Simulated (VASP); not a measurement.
# CaO (rock salt type) (Fm-3m) in VASP: single point with PBE

Aim: the single point of CaO (rock salt type) with PBE.

All numbers are computed with VASP 6.6.1; they aren't measurements. Logs are shortened: lines on timing, memory, paths and dates and some standing lists are left out, and cuts for length are marked.

## (1) The cell of the first run

It takes space group Fm-3m (No. 225, cubic). The conventional cell has a = 4.863 Å, b = 4.863 Å, c = 4.863 Å, α = 90.00°, β = 90.00°, γ = 90.00°. Ca (site symmetry m-3m) has 6 O at 2.43 Å within 3.2 Å. Within 3.2 Å of O (site symmetry m-3m) lie 6 Ca at 2.43 Å.

## (2) Single point, PBE

Input file INCAR:

```
SYSTEM = CaO
  PREC = Accurate
  ENCUT = 520
  EDIFF = 1E-7
  ISMEAR = -1
  SIGMA = 0.06122561905347299
  LREAL = .FALSE.
  LASPH = .TRUE.
  NELM = 60
  ALGO = Normal
  ISIF = 2
  LWAVE = .FALSE.
  LCHARG = .FALSE.
  GGA = PE
  NBANDS = 15
```

Input file KPOINTS:

```
Automatic mesh
0
G
  39 39 39
  0 0 0
```

Input file POSCAR:

```
CaO
1.0
    0.0000000000      2.4315755270      2.4315755270
    2.4315755270      0.0000000000      2.4315755270
    2.4315755270      2.4315755270      0.0000000000
Ca O
1 1
Direct
    0.0000000000      0.0000000000      0.0000000000
    0.5000000000      0.5000000000      0.5000000000
```

Potentials or basis: VASP PAW PBE potentials, release 64 (Ca_sv, O).

On the command line:

```
cat potpaw_PBE.64/Ca_sv/POTCAR potpaw_PBE.64/O/POTCAR > POTCAR
mpirun -np 1 vasp_std > vasp.out
```

OUTCAR:

```text
SYSTEM = CaO
   PREC = Accurate
   ENCUT = 520
   EDIFF = 1E-7
   ISMEAR = -1
   LREAL = .FALSE.
   LASPH = .TRUE.
   NELM = 60
   ISIF = 2
   GGA = PE

 ion  position               nearest neighbor table
   1  0.000  0.000  0.000-   2 2.43   2 2.43   2 2.43   2 2.43   2 2.43   2 2.43
   2  0.500  0.500  0.500-   1 2.43   1 2.43   1 2.43   1 2.43   1 2.43   1 2.43

  LATTYP: Found a face centered cubic cell.
 ALAT       =     4.8631510540

  Lattice vectors:

 A1 = (   0.0000000000,   2.4315755270,   2.4315755270)
 A2 = (   2.4315755270,   0.0000000000,   2.4315755270)
 A3 = (   2.4315755270,   2.4315755270,   0.0000000000)

Analysis of symmetry for initial positions (statically):
=====================================================================
 Subroutine PRICEL returns:
 Original cell was already a primitive cell.

 Routine SETGRP: Setting up the symmetry group for a
 face centered cubic supercell.

 Subroutine GETGRP returns: Found 48 space group operations
 (whereof 48 operations were pure point group operations)
 out of a pool of 48 trial point group operations.

The static configuration has the point symmetry O_h .

Analysis of symmetry for dynamics (positions and initial velocities):
=====================================================================
 Subroutine PRICEL returns:
 Original cell was already a primitive cell.

 Routine SETGRP: Setting up the symmetry group for a
 face centered cubic supercell.

 Subroutine GETGRP returns: Found 48 space group operations
 (whereof 48 operations were pure point group operations)
 out of a pool of 48 trial point group operations.

The dynamic configuration has the point symmetry O_h .

 Subroutine INISYM returns: Found 48 space group operations
 (whereof 48 operations are pure point group operations),
 and found     1 'primitive' translations

----------------------------------------------------------------------------------------

                                     Primitive cell

  volume of cell :      28.7537

  direct lattice vectors                    reciprocal lattice vectors
     0.000000000  2.431575527  2.431575527    -0.205627995  0.205627995  0.205627995
     2.431575527  0.000000000  2.431575527     0.205627995 -0.205627995  0.205627995
     2.431575527  2.431575527  0.000000000     0.205627995  0.205627995 -0.205627995

  length of vectors
     3.438767088  3.438767088  3.438767088     0.356158135  0.356158135  0.356158135

  position of ions in fractional coordinates (direct lattice)
     0.000000000  0.000000000  0.000000000
     0.500000000  0.500000000  0.500000000

  ion indices of the primitive-cell ions
   primitive index   ion index
                 1           1
                 2           2

----------------------------------------------------------------------------------------

 KPOINTS: Automatic mesh

Automatic generation of k-mesh.
 Grid dimensions read from file:
 generate k-points for:   39   39   39

 Generating k-lattice:

  Cartesian coordinates                     Fractional coordinates (reciprocal lattice)
    -0.005272513  0.005272513  0.005272513     0.025641026  0.000000000  0.000000000
     0.005272513 -0.005272513  0.005272513     0.000000000  0.025641026  0.000000000
     0.005272513  0.005272513 -0.005272513     0.000000000  0.000000000  0.025641026

  Length of vectors
     0.009132260  0.009132260  0.009132260

  Shift w.r.t. Gamma in fractional coordinates (k-lattice)
     0.000000000  0.000000000  0.000000000

 Subroutine IBZKPT returns following result:
 ===========================================

 Found   1540 irreducible k-points:

 Following reciprocal coordinates:
            Coordinates               Weight
  0.000000  0.000000  0.000000      1.000000
  0.025641  0.000000  0.000000      8.000000
  0.051282  0.000000  0.000000      8.000000
  0.076923  0.000000  0.000000      8.000000
  0.102564  0.000000  0.000000      8.000000
  0.128205  0.000000  0.000000      8.000000
[... 16 lines left out ...]
  0.076923  0.025641  0.000000     24.000000
  0.102564  0.025641  0.000000     24.000000
 [... further k-points ...]
   k-points           NKPTS =   1540   k-points in BZ     NKDIM =   1540   number of bands    NBANDS=     15
   number of dos      NEDOS =    301   number of ions     NIONS =      2
   total plane-waves  NPLWV =  21952
   dimension x,y,z NGX =    28 NGY =   28 NGZ =   28
   dimension x,y,z NGXF=    56 NGYF=   56 NGZF=   56
   ions per type =               1   1
   NGX,Y,Z   is equivalent  to a cutoff of  13.54, 13.54, 13.54 a.u.
   NGXF,Y,Z  is equivalent  to a cutoff of  27.07, 27.07, 27.07 a.u.
 SYSTEM =  CaO
   PREC   = accura    normal or accurate (medium, high low for compatibility)
   ISTART =      0    job   : 0-new  1-cont  2-samecut
   ICHARG =      2    charge: 1-file 2-atom 10-const
   ISPIN  =      1    spin polarized calculation?
   LNONCOLLINEAR =      F non collinear calculations
   LSORBIT =      F    spin-orbit coupling
   LASPH  =      T    aspherical Exc in radial PAW
   ENCUT  =  520.0 eV  38.22 Ry    6.18 a.u.   6.39  6.39  6.39*2*pi/ulx,y,z
   NELM   =     60;   NELMIN=  2; NELMDL= -5     # of ELM steps
   EDIFF  = 0.1E-06   stopping-criterion for ELM
   LREAL  =      F    real-space projection
   EDIFFG = 0.1E-05   stopping-criterion for IOM
   NSW    =      0    number of steps for IOM
   IBRION =     -1    ionic relax: 0-MD 1-quasi-New 2-CG
   NFREE  =      0    steps in history (QN), initial steepest desc. (CG)
   ISIF   =      2    stress and relaxation
   ISYM   =      2    0-nonsym 1-usesym 2-fastsym
   POTIM  = 0.5000    time-step for ionic-motion
   TEBEG  =    0.0;   TEEND  =   0.0 temperature during run
   PSTRESS=    0.0 pullay stress
   NELECT =      16.0000    total number of electrons
   NUPDOWN=      -1.0000    fix difference up-down
   EMIN   =  10.00;   EMAX   =-10.00  energy-range for DOS
   EFERMI =   0.00;   METHOD = LEGACY
   ISMEAR =    -1;   SIGMA  =   0.06  broadening in eV -4-tet -1-fermi 0-gaus
   EFERMI_NEDOS =   21; number of points for ismear=-14 and -15
   IALGO  =     38    algorithm
   IMIX   =      4    mixing-type and parameters
     AMIX     =   0.40;   BMIX     =  1.00
     AMIX_MAG =   1.60;   BMIX_MAG =  1.00
  volume/ion in A,a.u.               =      14.38        97.02
  Fermi-wavevector in a.u.,A,eV,Ry     =   1.346533  2.544579 24.669426  1.813152
  Thomas-Fermi vector in A             =   2.474357
   LORBIT       =      0    0 simple, 1 ext, 2 COOP (PROOUT), +10 PAW based schemes
   GGA     = PE    functional components
   LHFCALC =     F    Hartree Fock is set to
   AEXX    =    0.0000 exact exchange contribution
   IVDW    =     0    specifies the selected vdW correction
   LEPSILON=     F    determine dielectric tensor
   LRPA    =     F    only Hartree local field effects (RPA)
 non-spin polarized calculation
  energy-cutoff  :      520.00
  volume of cell :       28.75
 maximum number of plane-waves:       791
 NGX is ok and might be reduce to    28
   NGX = 13   NGY = 13   NGZ = 13

 number of electron      16.0000003 magnetization

 Free energy of the ion-electron system (eV)
  ---------------------------------------------------
  ext. energy  EPLUGINS =         0.00000000
  ---------------------------------------------------
  free energy    TOTEN  =       -12.80415033 eV

  energy without entropy =      -12.80415033  energy(sigma->0) =      -12.80415033

 E-fermi :   3.3708     XC(G=0): -10.3053

 val. band max:        2.1535638996   @ k =   0.0000   0.0000   0.0000
 cond. band min:       5.7994604181   @ k =   0.4872   0.4872   0.0000
 fundamental gap:      3.6458965185
 Fermi energy:         3.3708463657

 k-point     1 :       0.0000    0.0000    0.0000
  band No.  band energies     occupation
      1     -35.6292      2.00000
      2     -16.4168      2.00000
      3     -16.4168      2.00000
      4     -16.4168      2.00000
      5     -13.3108      2.00000
      6       2.1536      2.00000
      7       2.1536      2.00000
      8       2.1536      2.00000
      9       6.5870      0.00000
     10       8.2909      0.00000
     11       8.2909      0.00000
     12       8.2909      0.00000
     13       9.7342      0.00000
     14       9.7342      0.00000
     15      17.0041      0.00000

 k-point     2 :       0.0256    0.0000    0.0000
  band No.  band energies     occupation
      1     -35.6286      2.00000
      2     -16.4251      2.00000
      3     -16.4171      2.00000
      4     -16.4171      2.00000
      5     -13.3020      2.00000
      6       2.1277      2.00000
      7       2.1445      2.00000
      8       2.1445      2.00000
      9       6.6195      0.00000
     10       8.2878      0.00000
     11       8.3019      0.00000
     12       8.3019      0.00000
     13       9.7496      0.00000
     14       9.7496      0.00000
     15      17.0315      0.00000

 k-point     3 :       0.0513    0.0000    0.0000
  band No.  band energies     occupation
      1     -35.6269      2.00000
      2     -16.4493      2.00000
      3     -16.4181      2.00000
      4     -16.4181      2.00000
      5     -13.2763      2.00000
      6       2.0525      2.00000
      7       2.1177      2.00000
      8       2.1177      2.00000
      9       6.7145      0.00000
     10       8.2792      0.00000
     11       8.3346      0.00000
     12       8.3346      0.00000
     13       9.7954      0.00000
     14       9.7954      0.00000
     15      17.1112      0.00000
[... 343 lines left out ...]
 k-point    23 :       0.0769    0.0256    0.0000
  band No.  band energies     occupation
      1     -35.6248      2.00000
      2     -16.4780      2.00000
      3     -16.4220      2.00000
      4     -16.4192      2.00000
      5     -13.2435      2.00000
      6       1.9385      2.00000
      7       2.0871      2.00000
      8       2.1011      2.00000
      9       6.8328      0.00000
     10       8.2283      0.00000
     11       8.3891      0.00000
     12       8.4070      0.00000
     13       9.8142      0.00000
     14       9.8968      0.00000
     15      17.2130      0.00000

 k-point    24 :       0.1026    0.0256    0.0000
  band No.  band energies     occupation
      1     -35.6213      2.00000
      2     -16.5251      2.00000
      3     -16.4247      2.00000
      4     -16.4204      2.00000
      5     -13.1935      2.00000
      6       1.8011      2.00000
      7       2.0287      2.00000
      8       2.0534      2.00000
      9       7.0119      0.00000
     10       8.2144      0.00000
     11       8.4496      0.00000
     12       8.4833      0.00000
     13       9.8946      0.00000
     14      10.0015      0.00000
     15      17.3593      0.00000

 [... further k-points ...]
[... 5 lines left out ...]
  --------------------------------------------------------------------------------------
  -------------------------------------------------------------------------------------
  Total       -0.2720798     -0.2720798     -0.2720798      0.0000000      0.0000000     -0.0000000
  in kB      -15.1605028    -15.1605028    -15.1605028      0.0000000      0.0000000     -0.0000000
  external PRESSURE =     -15.1605028 kB  Pullay stress =       0.0000000 kB

 VOLUME and BASIS-vectors are now :
 -----------------------------------------------------------------------------
  energy-cutoff  :      520.00
  volume of cell :       28.75
      direct lattice vectors                 reciprocal lattice vectors
     0.000000000  2.431575527  2.431575527    -0.205627995  0.205627995  0.205627995
     2.431575527  0.000000000  2.431575527     0.205627995 -0.205627995  0.205627995
     2.431575527  2.431575527  0.000000000     0.205627995  0.205627995 -0.205627995

 POSITION                                       TOTAL-FORCE (eV/Angst)
 -----------------------------------------------------------------------------------
      0.00000      0.00000      0.00000        -0.000000     -0.000000     -0.000000
      2.43158      2.43158      2.43158         0.000000      0.000000      0.000000
 -----------------------------------------------------------------------------------
    total drift:                                0.000000      0.000000      0.000000

  FREE ENERGIE OF THE ION-ELECTRON SYSTEM (eV)
  ---------------------------------------------------
  free  energy   TOTEN  =       -12.8041503308 eV

  energy  without entropy=      -12.8041503307  energy(sigma->0) =      -12.80415033
```

It took 11 min on 1 thread of AMD EPYC 9R45 (Zen 5), shared host; peak memory 0.68 GiB.

Results:

| Quantity | Value |
| --- | --- |
| Free energy | -12.8042 eV |
| Pressure | -1.5 GPa |
| Band gap on the k mesh | 3.65 eV, indirect (least direct gap 4.03 eV) |
